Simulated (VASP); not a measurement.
Ru:

```xyz
2
Lattice="2.7200 0.0000 0.0000 -1.3600 2.3556 0.0000 0.0000 0.0000 4.2968" Properties=species:S:1:pos:R:3 pbc="T T T"
Ru    0.0000    1.5704    1.0742
Ru    1.3600    0.7852    3.2226
```

```yaml
Program: VASP 6.6.1
Task: relaxation of cell and atoms
Functional: PBE
Dispersion: D3(BJ)
Potentials_or_basis: VASP PAW PBE potentials, release 64 (Ru_pv)
Cutoff: 600 eV
k_mesh: 18 × 18 × 10
Occupations: gaussian, width 0.1 eV
Spin: no spin polarisation
```

At the start: pressure -7.6 GPa; volume 13.77 Å³/atom.

Task: How do energy, volume and symmetry change on relaxing?

Result: Over 14 steps the energy falls by 8.0 meV/atom and the volume is 13.44 Å³/atom (-2.4 %); space group P6_3/mmc (No. 194, to 0.1 Å) before and after.

The path:
| step | energy change (eV) | largest force (eV/Å) | pressure (GPa) | volume (Å³) |
| --- | --- | --- | --- | --- |
| 1 | 0.0000 | 0.0000 | -7.61 | 27.53 |
| 2 | 0.1412 | 0.0000 | 28.92 | 25.01 |
| 3 | -0.0159 | 0.0000 | -0.17 | 26.90 |
| 4 | -0.0159 | 0.0000 | -0.04 | 26.88 |
| 5 | -0.0159 | 0.0000 | 0.12 | 26.87 |
| 6 | -0.0159 | 0.0000 | -0.37 | 26.90 |
| 7 | -0.0159 | 0.0000 | 0.00 | 26.88 |
| 8 | -0.0159 | 0.0000 | -0.12 | 26.89 |
| 9 | -0.0159 | 0.0000 | -0.16 | 26.89 |
| 10 | -0.0159 | 0.0000 | -0.11 | 26.89 |
| 11 | -0.0159 | 0.0000 | -0.13 | 26.89 |
| 12 | -0.0159 | 0.0000 | -0.12 | 26.89 |
| 13 | -0.0159 | 0.0000 | 0.22 | 26.86 |
| 14 | -0.0159 | 0.0000 | -0.03 | 26.88 |

Final structure:
```
CELL_PARAMETERS angstrom
2.69720 0.00000 0.00000
-1.34860 2.33585 0.00000
0.00000 0.00000 4.26572
ATOMIC_POSITIONS crystal
Ru 0.33333 0.66667 0.25000
Ru 0.66667 0.33333 0.75000
```
